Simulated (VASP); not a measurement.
# LiSi16 (a cell with a defect): single point with PBE

LiSi16 (a cell with a defect):

```
Si Li
1.0
     0.00000    5.43000    5.43000
     5.43000    0.00000    5.43000
     5.43000    5.43000    0.00000
Si Li
16 1
Direct
  0.99900 0.99914 0.98926
  0.12375 0.12390 0.11879
  0.99907 0.99922 0.49830
  0.12172 0.12185 0.62103
  0.99429 0.49779 0.99689
  0.12366 0.62000 0.11913
  0.99899 0.49008 0.49829
  0.12373 0.61969 0.62300
  0.49764 0.99443 0.99689
  0.61986 0.12379 0.11914
  0.48994 0.99914 0.49829
  0.61954 0.12388 0.62300
  0.49754 0.49768 0.99688
  0.62176 0.62191 0.12105
  0.49761 0.49776 0.49358
  0.61980 0.61995 0.62301
  0.87187 0.87205 0.37102
```

```yaml
Program: VASP 6.6.1
Task: single point
Functional: PBE
Potentials_or_basis: VASP PAW PBE potentials, release 64 (Si, Li_sv)
Cutoff: 520 eV
k_mesh: 2 × 2 × 2
Occupations: gaussian, width 0.02 eV
Spin: no spin polarisation
Dipole_correction: no
Charge: 1
Further_INCAR_settings: LREAL = Auto; ALGO = Normal; EDIFF = 1e-06; NBANDS = 48; NELECT = 66.0
```

* Largest force: 0.026 eV/Å

Forces in eV/Å, atoms in the order of the input:
```
Si  -0.012 -0.011  0.008
Si   0.018  0.019  0.003
Si  -0.010 -0.010 -0.012
Si   0.005  0.004  0.005
Si  -0.009 -0.002 -0.003
Si  -0.009  0.002  0.000
Si  -0.006  0.004 -0.009
Si   0.017  0.001  0.018
Si  -0.003 -0.008 -0.003
Si   0.001 -0.010  0.000
Si   0.005 -0.007 -0.009
Si   0.001  0.017  0.019
Si   0.002  0.002  0.003
Si  -0.003 -0.002 -0.003
Si  -0.002 -0.002 -0.010
Si   0.001  0.001 -0.006
Li   0.002  0.003 -0.002
```

Levels at points of the mesh, in eV from the Fermi level:
| k point | band 29 | band 30 | band 31 | band 32 | band 33 | band 34 | band 35 | band 36 | band 37 | band 38 |
| --- | --- | --- | --- | --- | --- | --- | --- | --- | --- | --- |
| (0.00, 0.00, 0.00) | -1.34 | -1.34 | -0.22 | -0.21 | -0.21 | 0.42 | 0.43 | 0.43 | 0.50 | 0.50 |
| (0.50, 0.00, 0.00) | -2.32 | -1.04 | -1.03 | -0.94 | -0.94 | 0.98 | 1.18 | 1.18 | 1.38 | 1.38 |
| (0.00, 0.50, 0.00) | -2.32 | -1.04 | -1.03 | -0.94 | -0.94 | 0.98 | 1.18 | 1.18 | 1.38 | 1.38 |
| (0.00, 0.00, 0.50) | -2.32 | -1.04 | -1.03 | -0.94 | -0.94 | 0.98 | 1.18 | 1.18 | 1.38 | 1.38 |
| (0.50, 0.50, 0.50) | -2.32 | -1.03 | -1.03 | -0.94 | -0.94 | 0.98 | 1.18 | 1.18 | 1.38 | 1.38 |
| (0.50, 0.50, 0.00) | -2.12 | -1.58 | -1.58 | -1.53 | -1.49 | 0.85 | 0.92 | 1.98 | 2.09 | 2.10 |
| (0.00, 0.50, 0.50) | -2.12 | -1.58 | -1.58 | -1.53 | -1.49 | 0.85 | 0.92 | 1.98 | 2.09 | 2.10 |
| (0.50, 0.00, 0.50) | -2.12 | -1.58 | -1.58 | -1.53 | -1.49 | 0.85 | 0.92 | 1.98 | 2.09 | 2.10 |

It took 3.9 min on 1 thread of Intel(R) Xeon(R) Platinum 8259CL CPU @ 2.50GHz (Skylake/Cascade Lake), on a shared host, peak memory 0.47 GiB.

Caveat: the k points lie up to 0.50 Å⁻¹ apart; the cell carries a net charge on a neutralising background, which shifts energy and pressure; the cell is charged against a uniform background, so pressure and absolute levels hang on convention.
